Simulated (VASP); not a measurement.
# GaAs (zinc blende type) (F-43m) in VASP: further runs

GaAs (zinc blende type) is run at these levels: HSE06, PBE; tasks: single point.

All numbers are computed with VASP 6.6.1; they aren't measurements. Logs are shortened: lines on timing, memory, paths and dates and some standing lists are left out, and cuts for length are marked.

### Step 1. The cell of the first run

It takes space group F-43m (No. 216, cubic). Conventional cell: a = 5.750 Å, b = 5.750 Å, c = 5.750 Å, α = 90.00°, β = 90.00°, γ = 90.00°. Ga (site symmetry -43m) has 4 As at 2.49 Å within 3.3 Å. Within 3.3 Å of As (site symmetry -43m) lie 4 Ga at 2.49 Å.

### Step 2. Single point, HSE06

The input, POSCAR:

```
GaAs
1.0
    0.0000000000      2.8750000000      2.8750000000
    2.8750000000      0.0000000000      2.8750000000
    2.8750000000      2.8750000000      0.0000000000
Ga As
1 1
Direct
    0.0000000000      0.0000000000      0.0000000000
    0.2500000000      0.2500000000      0.2500000000
```

The input, INCAR.step1:

```
PREC = Accurate
ENCUT = 520
EDIFF = 1E-5
ISMEAR = -1
SIGMA = 0.02
LREAL = False
LASPH = True
NELM = 100
ALGO = Normal
ISIF = 2
LWAVE = True
LCHARG = False
GGA = PE
NBANDS = 16
```

The input, INCAR.step2:

```
PREC = Accurate
ENCUT = 520
EDIFF = 1E-7
ISMEAR = -1
SIGMA = 0.02
LREAL = False
LASPH = True
NELM = 100
ALGO = Normal
ISIF = 2
LWAVE = False
LCHARG = False
GGA = PE
LHFCALC = True
HFSCREEN = 0.2079
PRECFOCK = Normal
ISTART = 1
NBANDS = 16
```

The input, KPOINTS:

```
regular mesh
0
Gamma
  2 2 2
```

Potentials or basis: VASP PAW PBE potentials, release 64 (Ga_d, As).

Started as:

```
$ cat potpaw_PBE.64/Ga_d/POTCAR potpaw_PBE.64/As/POTCAR > POTCAR
$ cp INCAR.step1 INCAR
$ mpirun -np 1 vasp_std > vasp.out
$ cp INCAR.step2 INCAR
$ mpirun -np 1 vasp_std > vasp.out
```

OUTCAR:

```text
PREC = Accurate
   ENCUT = 520
   EDIFF = 1E-7
   ISMEAR = -1
   LREAL = False
   LASPH = True
   NELM = 100
   ISIF = 2
   GGA = PE
   LHFCALC = True
   HFSCREEN = 0.2079
   PRECFOCK = Normal
   ISTART = 1

 ion  position               nearest neighbor table
   1  0.000  0.000  0.000-   2 2.49   2 2.49   2 2.49   2 2.49
   2  0.250  0.250  0.250-   1 2.49   1 2.49   1 2.49   1 2.49

  LATTYP: Found a face centered cubic cell.
 ALAT       =     5.7500000000

  Lattice vectors:

 A1 = (   0.0000000000,   2.8750000000,   2.8750000000)
 A2 = (   2.8750000000,   0.0000000000,   2.8750000000)
 A3 = (   2.8750000000,   2.8750000000,   0.0000000000)

Analysis of symmetry for initial positions (statically):
=====================================================================
 Subroutine PRICEL returns:
 Original cell was already a primitive cell.

 Routine SETGRP: Setting up the symmetry group for a
 face centered cubic supercell.

 Subroutine GETGRP returns: Found 24 space group operations
 (whereof 24 operations were pure point group operations)
 out of a pool of 48 trial point group operations.

The static configuration has the point symmetry T_d .

Analysis of symmetry for dynamics (positions and initial velocities):
=====================================================================
 Subroutine PRICEL returns:
 Original cell was already a primitive cell.

 Routine SETGRP: Setting up the symmetry group for a
 face centered cubic supercell.

 Subroutine GETGRP returns: Found 24 space group operations
 (whereof 24 operations were pure point group operations)
 out of a pool of 48 trial point group operations.

The dynamic configuration has the point symmetry T_d .

 Subroutine INISYM returns: Found 24 space group operations
 (whereof 24 operations are pure point group operations),
 and found     1 'primitive' translations

----------------------------------------------------------------------------------------

                                     Primitive cell
[... 67 lines left out ...]
   ENCUT  =  520.0 eV  38.22 Ry    6.18 a.u.   7.56  7.56  7.56*2*pi/ulx,y,z
   NELM   =    100;   NELMIN=  2; NELMDL=  0     # of ELM steps
   EDIFF  = 0.1E-06   stopping-criterion for ELM
   LREAL  =      F    real-space projection
   EDIFFG = 0.1E-05   stopping-criterion for IOM
   NSW    =      0    number of steps for IOM
   IBRION =     -1    ionic relax: 0-MD 1-quasi-New 2-CG
   NFREE  =      0    steps in history (QN), initial steepest desc. (CG)
   ISIF   =      2    stress and relaxation
   ISYM   =      3    0-nonsym 1-usesym 2-fastsym
   POTIM  = 0.5000    time-step for ionic-motion
   TEBEG  =    0.0;   TEEND  =   0.0 temperature during run
   PSTRESS=    0.0 pullay stress
   NELECT =      18.0000    total number of electrons
   NUPDOWN=      -1.0000    fix difference up-down
   EMIN   =  10.00;   EMAX   =-10.00  energy-range for DOS
   EFERMI =   0.00;   METHOD = LEGACY
   ISMEAR =    -1;   SIGMA  =   0.02  broadening in eV -4-tet -1-fermi 0-gaus
   EFERMI_NEDOS =   21; number of points for ismear=-14 and -15
   IALGO  =     38    algorithm
   IMIX   =      1    mixing-type and parameters
     AMIX     =   0.40;   BMIX     =  1.00
     AMIX_MAG =   1.60;   BMIX_MAG =  1.00
  volume/ion in A,a.u.               =      23.76       160.37
  Fermi-wavevector in a.u.,A,eV,Ry     =   1.184453  2.238292 19.088005  1.402929
  Thomas-Fermi vector in A             =   2.320667
   LORBIT       =      0    0 simple, 1 ext, 2 COOP (PROOUT), +10 PAW based schemes
   GGA     = PE    functional components
   LHFCALC =     T    Hartree Fock is set to
   PRECFOCK=normal    Normal, Fast or Accurate (Low or Medium for compatibility)
   ENCUT4O =  -1.0   cutoff for four orbital integrals eV
   NKREDX  =     1    reduce k-point grid by
   NKREDY  =     1    reduce k-point grid by
   NKREDZ  =     1    reduce k-point grid by
   AEXX    =    0.2500 exact exchange contribution
   HFSCREEN=    0.2079 screening length (either q_TF or 0.3 A-1)
   HFSCREENC=   0.2079 screening length for correlation (either q_TF or 0.3 A-1)
   ENCUTFOCK=  -1.0 apply spherical cutoff to Coloumb kernel
   IVDW    =     0    specifies the selected vdW correction
   LEPSILON=     F    determine dielectric tensor
   LRPA    =     F    only Hartree local field effects (RPA)
 non-spin polarized calculation
  energy-cutoff  :      520.00
  volume of cell :       47.53
 maximum number of plane-waves:      1298
  NGX = 24; NGY = 24; NGZ = 24

 number of electron      17.9999988 magnetization

 Free energy of the ion-electron system (eV)
  ---------------------------------------------------
  ext. energy  EPLUGINS =         0.00000000
  ---------------------------------------------------
  free energy    TOTEN  =        -7.75069537 eV

  energy without entropy =       -7.75069537  energy(sigma->0) =       -7.75069537

 E-fermi :   3.6328     XC(G=0):  -7.6146

 val. band max:        3.1531007789   @ k =   0.0000   0.0000   0.0000
 cond. band min:       4.5517602069   @ k =   0.0000   0.0000   0.0000
 fundamental gap:      1.3986594280
 Fermi energy:         3.6327919233

 k-point     1 :       0.0000    0.0000    0.0000
  band No.  band energies     occupation
      1     -14.3131      2.00000
      2     -14.3131      2.00000
      3     -14.3131      2.00000
      4     -14.2438      2.00000
      5     -14.2438      2.00000
      6     -10.1742      2.00000
[... 34 lines left out ...]
      3     -14.2769      2.00000
      4     -14.2594      2.00000
      5     -14.2341      2.00000
      6      -7.6039      2.00000
[... 8 lines left out ...]
     15      17.3424      0.00000
     16      17.4332      0.00000

------------------------ aborting loop because EDIFF is reached ----------------------------------------

  FORCE on cell =-STRESS in cart. coord.  units (eV):
  Direction    XX          YY          ZZ          XY          YZ          ZX
  --------------------------------------------------------------------------------------
  -------------------------------------------------------------------------------------
  Total        0.6676446      0.6676446      0.6676446      0.0000000      0.0000000     -0.0000000
  in kB       22.5067276     22.5067276     22.5067276      0.0000000      0.0000000     -0.0000000
  external PRESSURE =      22.5067276 kB  Pullay stress =       0.0000000 kB

 VOLUME and BASIS-vectors are now :
 -----------------------------------------------------------------------------
  energy-cutoff  :      520.00
  volume of cell :       47.53
      direct lattice vectors                 reciprocal lattice vectors
     0.000000000  2.875000000  2.875000000    -0.173913043  0.173913043  0.173913043
     2.875000000  0.000000000  2.875000000     0.173913043 -0.173913043  0.173913043
     2.875000000  2.875000000  0.000000000     0.173913043  0.173913043 -0.173913043

 POSITION                                       TOTAL-FORCE (eV/Angst)
 -----------------------------------------------------------------------------------
      0.00000      0.00000      0.00000        -0.000000      0.000000      0.000000
      1.43750      1.43750      1.43750         0.000000     -0.000000     -0.000000
 -----------------------------------------------------------------------------------
    total drift:                                0.000011      0.000016      0.000020

  FREE ENERGIE OF THE ION-ELECTRON SYSTEM (eV)
  ---------------------------------------------------
  free  energy   TOTEN  =        -7.7506953652 eV

  energy  without entropy=       -7.7506953652  energy(sigma->0) =       -7.75069537
```

It took 85 s on 1 thread of AMD EPYC 7R43 (Zen 3), shared host; peak memory 0.23 GiB.

What came out:

| Property | Result |
| --- | --- |
| Free energy | -7.7507 eV |
| Pressure | 2.3 GPa |
| Band gap on the k mesh | 1.40 eV, direct |

Levels at points of the mesh, in eV from the valence-band top:
| k point | band 7 | band 8 | band 9 | band 10 | band 11 | band 12 |
| --- | --- | --- | --- | --- | --- | --- |
| (0.00, 0.00, 0.00) | 0.00 | 0.00 | 0.00 | 1.40 | 4.61 | 4.61 |
| (0.50, 0.00, 0.00) | -6.76 | -1.14 | -1.14 | 1.90 | 5.53 | 5.53 |
| (0.50, 0.50, 0.00) | -7.04 | -2.67 | -2.67 | 2.37 | 2.60 | 11.17 |

Caveat: the k points lie up to 0.95 Å⁻¹ apart; the PAW data sets were made with another functional, which shifts forces and pressure a little. A k mesh can miss the band edges.

### Step 3. Single point, HSE06

POSCAR is that of step 2.

The input, INCAR.step1:

```
ALGO = Normal
EDIFF = 1E-5
ENCUT = 520
GGA = PE
ISIF = 2
ISMEAR = -1
LASPH = T
LCHARG = F
LREAL = F
LWAVE = T
NBANDS = 16
NELM = 100
PREC = Accurate
SIGMA = 0.02
```

The input, INCAR.step2:

```
ALGO = Normal
EDIFF = 1E-6
ENCUT = 520
GGA = PE
HFSCREEN = 0.2079
ISIF = 2
ISMEAR = -1
ISTART = 1
LASPH = T
LCHARG = F
LHFCALC = T
LREAL = F
LWAVE = F
NBANDS = 16
NELM = 100
PREC = Accurate
PRECFOCK = Normal
SIGMA = 0.02
```

The input, KPOINTS:

```
k-points
0
Gamma
  3 3 3
```

Potentials or basis: VASP PAW PBE potentials, release 64 (Ga_d, As).

Started as:

```
$ cat potpaw_PBE.64/Ga_d/POTCAR potpaw_PBE.64/As/POTCAR > POTCAR
$ cp INCAR.step1 INCAR
$ mpirun -np 1 vasp_std > vasp.out
$ cp INCAR.step2 INCAR
$ mpirun -np 1 vasp_std > vasp.out
```

It took 3.2 min on 1 thread of AMD EPYC 7R43 (Zen 3), shared host; peak memory 0.23 GiB.

The run converged. Its results:

```
Free energy            : -9.3460 eV
Pressure               : -1.5 GPa
Band gap on the k mesh : 1.13 eV, direct
```

Levels at points of the mesh, in eV from the valence-band top:
| k point | band 7 | band 8 | band 9 | band 10 | band 11 | band 12 |
| --- | --- | --- | --- | --- | --- | --- |
| (0.00, 0.00, 0.00) | 0.00 | 0.00 | 0.00 | 1.13 | 4.54 | 4.54 |

Caveat: the k points lie up to 0.63 Å⁻¹ apart; the PAW data sets were made with another functional, which shifts forces and pressure a little.

### Step 4. Single point, PBE, non-collinear spin, zero start, spin-orbit coupling

The input, INCAR:

```
SYSTEM = GaAs
ALGO     = Normal         ! electronic algorithm
EDIFF    = 1E-6           ! SCF threshold, eV
ENCUT    = 520            ! plane-wave cutoff, eV
GGA      = PE             ! functional
GGA_COMPAT= .FALSE.      
ISIF     = 2              ! what is computed and relaxed
ISMEAR   = -1             ! smearing method
LASPH    = .TRUE.         ! aspherical terms in the spheres
LCHARG   = .TRUE.         ! write CHGCAR
LORBIT   = 11             ! projections on sites
LORBMOM  = .TRUE.       
LREAL    = .FALSE.        ! projectors in reciprocal space
LSORBIT  = .TRUE.         ! spin-orbit coupling
LVHAR    = .TRUE.       
LWAVE    = .FALSE.        ! write WAVECAR
MAGMOM   = 0 0 0 0 0 0    ! initial moments
NBANDS   = 30             ! bands
NELM     = 150            ! most SCF steps
PREC     = Accurate       ! precision mode
SIGMA    = 0.02           ! smearing width, eV
```

The input, KPOINTS:

```
k-points
0
G
  6 6 6
  0 0 0
```

POSCAR is that of step 3.

Started as:

```
$ cat potpaw_PBE.64/Ga_d/POTCAR potpaw_PBE.64/As/POTCAR > POTCAR
$ mpirun -np 1 vasp_ncl > vasp.out
```

Wall time 97 s (1 thread of AMD EPYC 7R43 (Zen 3), shared host); peak memory 0.26 GiB.

Results (log left out):

| Property | Result |
| --- | --- |
| Free energy | -8.2689 eV |
| Pressure | 0.0 GPa |
| Net moment | 0.00 μB per cell |
| Valence electrons inside the program's atomic spheres | Ga 11.62; As 2.81 |

Moments on the atoms (μB; x, y, z):
```
Ga  0.00 0.00 0.00
As  0.00 0.00 0.00
```

### Step 5. The runs side by side

```tsv
level	spin	k mesh	grid for exact exchange (PRECFOCK)	screening parameter	gap on the mesh (eV)	pressure (GPa)
HSE06	off	2 × 2 × 2	Normal	0.2079 1/Å	1.40	2.3
HSE06	off	3 × 3 × 3	Normal	0.2079 1/Å	1.13	-1.5
PBE	non-collinear, zero start, SOC	6 × 6 × 6	-	-	-	0.0
```

Alike in all rows: task single point; potentials or basis VASP PAW PBE potentials, release 64 (Ga_d, As); cell as given; cutoff (eV) 520; smearing fermi-dirac 0.02 eV.

Caveats: some runs use coarse meshes; the PAW data sets were made with another functional, which shifts forces and pressure a little (some runs).

Absolute energies hang on the potentials; compare differences alone.
